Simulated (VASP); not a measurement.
# AgI (F-43m) in VASP: a series of runs, part 2 of 3

VASP 6.6.1. The steps go on from the part before.

**3. Single point, PBEsol**

This run uses another cell than the first one, of 28.04 Å³/atom, 1.055 times its volume.

File INCAR:

```
SYSTEM = AgI
PREC     = Accurate       ! precision mode
ENCUT    = 500            ! plane-wave cutoff, eV
EDIFF    = 1E-6           ! SCF threshold, eV
ISMEAR   = 0              ! smearing method
SIGMA    = 0.01           ! smearing width, eV
LREAL    = .FALSE.        ! projectors in reciprocal space
LASPH    = .TRUE.         ! aspherical terms in the spheres
NELM     = 120            ! most SCF steps
ALGO     = Normal         ! electronic algorithm
ISIF     = 2              ! what is computed and relaxed
LWAVE    = .FALSE.        ! write WAVECAR
LCHARG   = .FALSE.        ! write CHGCAR
GGA      = PS             ! functional
NBANDS   = 16             ! bands
GGA_COMPAT= .FALSE.
```

File KPOINTS:

```
regular mesh
0
G
  6 6 6
  0 0 0
```

File POSCAR:

```
AgI
1.0
    3.0380448903      3.0380448903      0.0000000000
   -3.0380448903      3.0380448903      0.0000000000
    0.0000000000      3.0380448903      3.0380448903
Ag I
1 1
Direct
    0.0000000000      0.0000000000      0.0000000000
    0.7500000000      0.2500000000      0.5000000000
```

Potentials or basis: VASP PAW PBE potentials, release 64 (Ag, I).

The run is started by

```sh
$ cat potpaw_PBE.64/Ag/POTCAR potpaw_PBE.64/I/POTCAR > POTCAR
$ mpirun -np 1 vasp_std > vasp.out
```

OUTCAR:

```text
SYSTEM = AgI
   PREC = Accurate
   ENCUT = 500
   EDIFF = 1E-6
   ISMEAR = 0
   LREAL = .FALSE.
   LASPH = .TRUE.
   NELM = 120
   ISIF = 2
   GGA = PS

 ion  position               nearest neighbor table
   1  0.000  0.000  0.000-   2 2.63   2 2.63   2 2.63   2 2.63
   2  0.750  0.250  0.500-   1 2.63   1 2.63   1 2.63   1 2.63

  LATTYP: Found a face centered cubic cell.
 ALAT       =     6.0760897806

  Lattice vectors:

 A1 = (   0.0000000000,   3.0380448903,   3.0380448903)
 A2 = (   3.0380448903,   0.0000000000,   3.0380448903)
 A3 = (   3.0380448903,   3.0380448903,   0.0000000000)

Analysis of symmetry for initial positions (statically):
=====================================================================
 Subroutine PRICEL returns:
 Original cell was already a primitive cell.

 Routine SETGRP: Setting up the symmetry group for a
 face centered cubic supercell.

 Subroutine GETGRP returns: Found 24 space group operations
 (whereof 24 operations were pure point group operations)
 out of a pool of 48 trial point group operations.

The static configuration has the point symmetry T_d .

Analysis of symmetry for dynamics (positions and initial velocities):
=====================================================================
 Subroutine PRICEL returns:
 Original cell was already a primitive cell.

 Routine SETGRP: Setting up the symmetry group for a
 face centered cubic supercell.

 Subroutine GETGRP returns: Found 24 space group operations
 (whereof 24 operations were pure point group operations)
 out of a pool of 48 trial point group operations.

The dynamic configuration has the point symmetry T_d .

 Subroutine INISYM returns: Found 24 space group operations
 (whereof 24 operations are pure point group operations),
 and found     1 'primitive' translations

----------------------------------------------------------------------------------------

                                     Primitive cell

  volume of cell :      56.0806

  direct lattice vectors                    reciprocal lattice vectors
     3.038044890  3.038044890  0.000000000     0.164579530  0.164579530 -0.164579530
    -3.038044890  3.038044890  0.000000000    -0.164579530  0.164579530 -0.164579530
     0.000000000  3.038044890  3.038044890     0.000000000  0.000000000  0.329159060

  length of vectors
     4.296444287  4.296444287  4.296444287     0.285060108  0.285060108  0.329159060

  position of ions in fractional coordinates (direct lattice)
     0.000000000  0.000000000  0.000000000
     0.750000000  0.250000000  0.500000000

  ion indices of the primitive-cell ions
   primitive index   ion index
                 1           1
                 2           2

----------------------------------------------------------------------------------------

 KPOINTS: regular mesh

Automatic generation of k-mesh.
 Grid dimensions read from file:
 generate k-points for:    6    6    6

 Generating k-lattice:

  Cartesian coordinates                     Fractional coordinates (reciprocal lattice)
     0.027429922  0.027429922 -0.027429922     0.166666667  0.000000000  0.000000000
    -0.027429922  0.027429922 -0.027429922     0.000000000  0.166666667  0.000000000
     0.000000000  0.000000000  0.054859843     0.000000000  0.000000000  0.166666667

  Length of vectors
     0.047510018  0.047510018  0.054859843

  Shift w.r.t. Gamma in fractional coordinates (k-lattice)
     0.000000000  0.000000000  0.000000000

 Subroutine IBZKPT returns following result:
 ===========================================

 Found     16 irreducible k-points:

 Following reciprocal coordinates:
            Coordinates               Weight
  0.000000  0.000000  0.000000      1.000000
  0.166667  0.000000  0.000000      8.000000
  0.333333  0.000000  0.000000      8.000000
  0.500000  0.000000  0.000000      4.000000
  0.166667  0.166667  0.000000     12.000000
  0.333333  0.166667  0.000000     24.000000
[... 8 lines left out ...]
  0.500000  0.333333  0.166667     24.000000
  0.500000  0.500000  0.166667     12.000000
   k-points           NKPTS =     16   k-points in BZ     NKDIM =     16   number of bands    NBANDS=     16
   number of dos      NEDOS =    301   number of ions     NIONS =      2
   total plane-waves  NPLWV =  32768
   dimension x,y,z NGX =    32 NGY =   32 NGZ =   32
   dimension x,y,z NGXF=    64 NGYF=   64 NGZF=   64
   ions per type =               1   1
   NGX,Y,Z   is equivalent  to a cutoff of  12.38, 12.38, 12.38 a.u.
   NGXF,Y,Z  is equivalent  to a cutoff of  24.76, 24.76, 24.76 a.u.
 SYSTEM =  AgI
   PREC   = accura    normal or accurate (medium, high low for compatibility)
   ISTART =      0    job   : 0-new  1-cont  2-samecut
   ICHARG =      2    charge: 1-file 2-atom 10-const
   ISPIN  =      1    spin polarized calculation?
   LNONCOLLINEAR =      F non collinear calculations
   LSORBIT =      F    spin-orbit coupling
   LASPH  =      T    aspherical Exc in radial PAW
   ENCUT  =  500.0 eV  36.75 Ry    6.06 a.u.   7.83  7.83  7.83*2*pi/ulx,y,z
   NELM   =    120;   NELMIN=  2; NELMDL= -5     # of ELM steps
   EDIFF  = 0.1E-05   stopping-criterion for ELM
   LREAL  =      F    real-space projection
   EDIFFG = 0.1E-04   stopping-criterion for IOM
   NSW    =      0    number of steps for IOM
   IBRION =     -1    ionic relax: 0-MD 1-quasi-New 2-CG
   NFREE  =      0    steps in history (QN), initial steepest desc. (CG)
   ISIF   =      2    stress and relaxation
   ISYM   =      2    0-nonsym 1-usesym 2-fastsym
   POTIM  = 0.5000    time-step for ionic-motion
   TEBEG  =    0.0;   TEEND  =   0.0 temperature during run
   PSTRESS=    0.0 pullay stress
   NELECT =      18.0000    total number of electrons
   NUPDOWN=      -1.0000    fix difference up-down
   EMIN   =  10.00;   EMAX   =-10.00  energy-range for DOS
   EFERMI =   0.00;   METHOD = LEGACY
   ISMEAR =     0;   SIGMA  =   0.01  broadening in eV -4-tet -1-fermi 0-gaus
   EFERMI_NEDOS =   21; number of points for ismear=-14 and -15
   IALGO  =     38    algorithm
   IMIX   =      4    mixing-type and parameters
     AMIX     =   0.40;   BMIX     =  1.00
     AMIX_MAG =   1.60;   BMIX_MAG =  1.00
  volume/ion in A,a.u.               =      28.04       189.23
  Fermi-wavevector in a.u.,A,eV,Ry     =   1.120886  2.118168 17.094164  1.256386
  Thomas-Fermi vector in A             =   2.257536
   LORBIT       =      0    0 simple, 1 ext, 2 COOP (PROOUT), +10 PAW based schemes
   GGA     = PS    functional components
   LHFCALC =     F    Hartree Fock is set to
   AEXX    =    0.0000 exact exchange contribution
   IVDW    =     0    specifies the selected vdW correction
   LEPSILON=     F    determine dielectric tensor
   LRPA    =     F    only Hartree local field effects (RPA)
 non-spin polarized calculation
 Gauss-broadening in eV      SIGMA  =   0.01
  energy-cutoff  :      500.00
  volume of cell :       56.08
 maximum number of plane-waves:      1435
   NGX = 15   NGY = 15   NGZ = 15

 number of electron      17.9999999 magnetization

 Free energy of the ion-electron system (eV)
  ---------------------------------------------------
  ext. energy  EPLUGINS =         0.00000000
  ---------------------------------------------------
  free energy    TOTEN  =        -5.17202479 eV

  energy without entropy =       -5.17202479  energy(sigma->0) =       -5.17202479

 E-fermi :   5.6116     XC(G=0):  -9.5969

 val. band max:        5.5144604380   @ k =   0.0000   0.0000   0.0000
 cond. band min:       6.7210834462   @ k =   0.0000   0.0000   0.0000
 fundamental gap:      1.2066230082
 Fermi energy:         5.6116131894

 k-point     1 :       0.0000    0.0000    0.0000
  band No.  band energies     occupation
      1      -8.6303      2.00000
      2      -0.1294      2.00000
      3      -0.1294      2.00000
      4      -0.1294      2.00000
      5       1.3524      2.00000
      6       1.3524      2.00000
[... 8 lines left out ...]
     15      15.7386      0.00000
     16      15.7386      0.00000
[... 267 lines left out ...]
 k-point    16 :       0.5000    0.5000    0.1667
  band No.  band energies     occupation
      1      -7.9633      2.00000
      2      -0.3005      2.00000
      3       0.3679      2.00000
      4       0.5463      2.00000
      5       1.3314      2.00000
      6       1.6972      2.00000
[... 8 lines left out ...]
     15      17.4427      0.00000
     16      17.6395      0.00000

------------------------ aborting loop because EDIFF is reached ----------------------------------------

  FORCE on cell =-STRESS in cart. coord.  units (eV):
  Direction    XX          YY          ZZ          XY          YZ          ZX
  --------------------------------------------------------------------------------------
  -------------------------------------------------------------------------------------
  Total        3.4658933      3.4658933      3.4658933      0.0000000      0.0000000      0.0000000
  in kB       99.0177864     99.0177864     99.0177864      0.0000000      0.0000000      0.0000000
  external PRESSURE =      99.0177864 kB  Pullay stress =       0.0000000 kB

 VOLUME and BASIS-vectors are now :
 -----------------------------------------------------------------------------
  energy-cutoff  :      500.00
  volume of cell :       56.08
      direct lattice vectors                 reciprocal lattice vectors
     3.038044890  3.038044890  0.000000000     0.164579530  0.164579530 -0.164579530
    -3.038044890  3.038044890  0.000000000    -0.164579530  0.164579530 -0.164579530
     0.000000000  3.038044890  3.038044890     0.000000000  0.000000000  0.329159060

 POSITION                                       TOTAL-FORCE (eV/Angst)
 -----------------------------------------------------------------------------------
      0.00000      0.00000      0.00000        -0.000000      0.000000      0.000000
      1.51902      4.55707      1.51902         0.000000     -0.000000      0.000000
 -----------------------------------------------------------------------------------
    total drift:                               -0.000001     -0.000000      0.000000

  FREE ENERGIE OF THE ION-ELECTRON SYSTEM (eV)
  ---------------------------------------------------
  free  energy   TOTEN  =        -5.1720247948 eV

  energy  without entropy=       -5.1720247948  energy(sigma->0) =       -5.17202479
```

It took 9.9 s on 1 thread of Intel Xeon 6975P-C, shared host; peak memory 0.18 GiB.

Results:

- Free energy: -5.1720 eV
- Pressure: 9.9 GPa
- Band gap on the k mesh: 1.21 eV, direct

Levels at points of the mesh, in eV from the valence-band top:
```tsv
k point	band 7	band 8	band 9	band 10	band 11	band 12
(0.00, 0.00, 0.00)	0.00	0.00	0.00	1.21	5.26	5.26
(0.50, 0.00, 0.00)	-3.92	-1.07	-1.07	2.50	5.84	5.84
(0.50, 0.50, 0.00)	-3.53	-2.59	-2.59	2.89	3.53	9.18
```

Caveat: the PAW data sets were made with another functional, which shifts forces and pressure a little; spin-orbit coupling is left out, which moves the levels of the heavy elements.

**4. Single point, PBEsol**

This run uses another cell than the first one, of 29.17 Å³/atom, 1.098 times its volume.

File INCAR:

```
SYSTEM = AgI
  ALGO = Normal
  EDIFF = 1E-6
  ENCUT = 500
  GGA = PS
  GGA_COMPAT = .False.
  ISIF = 2
  ISMEAR = 0
  LASPH = .True.
  LCHARG = .True.
  LELF = .True.
  LREAL = .False.
  LVHAR = .True.
  LWAVE = .False.
  NBANDS = 16
  NELM = 120
  PREC = Accurate
  SIGMA = 0.01
```

File KPOINTS:

```
k-points
0
Gamma
  6 6 6
  0 0 0
```

File POSCAR:

```
AgI
1.0
    3.0783711463      3.0783711463      0.0000000000
   -3.0783711463      3.0783711463      0.0000000000
    0.0000000000      3.0783711463      3.0783711463
Ag I
1 1
Direct
    0.0000000000      0.0000000000      0.0000000000
    0.7500000000      0.2500000000      0.5000000000
```

The run is started by

```sh
$ cat potpaw_PBE.64/Ag/POTCAR potpaw_PBE.64/I/POTCAR > POTCAR
$ mpirun -np 1 vasp_std > vasp.out
```

Run time: 13 s. Hardware: 1 thread of Intel Xeon 6975P-C, shared host; peak memory 0.18 GiB.

The run converged. Its results:

```
Free energy            : -5.2903 eV
Pressure               : 6.9 GPa
Band gap on the k mesh : 1.20 eV, direct
```

Levels at points of the mesh, in eV from the valence-band top:
```
           k point  band 5  band 6  band 7  band 8  band 9  band 10  band 11  band 12  band 13  band 14
(0.00, 0.00, 0.00)   -3.92   -3.92    0.00    0.00    0.00     1.20     5.35     5.35     5.35     8.86
(0.50, 0.00, 0.00)   -3.88   -3.88   -3.70   -0.99   -0.99     2.53     5.91     5.91     7.24     9.24
(0.50, 0.50, 0.00)   -3.79   -3.76   -3.33   -2.41   -2.41     3.01     3.60     9.00    10.13    10.13
```

Caveat: the PAW data sets were made with another functional, which shifts forces and pressure a little; spin-orbit coupling is left out, which moves the levels of the heavy elements.

(Part 2 of 3 ends here.)
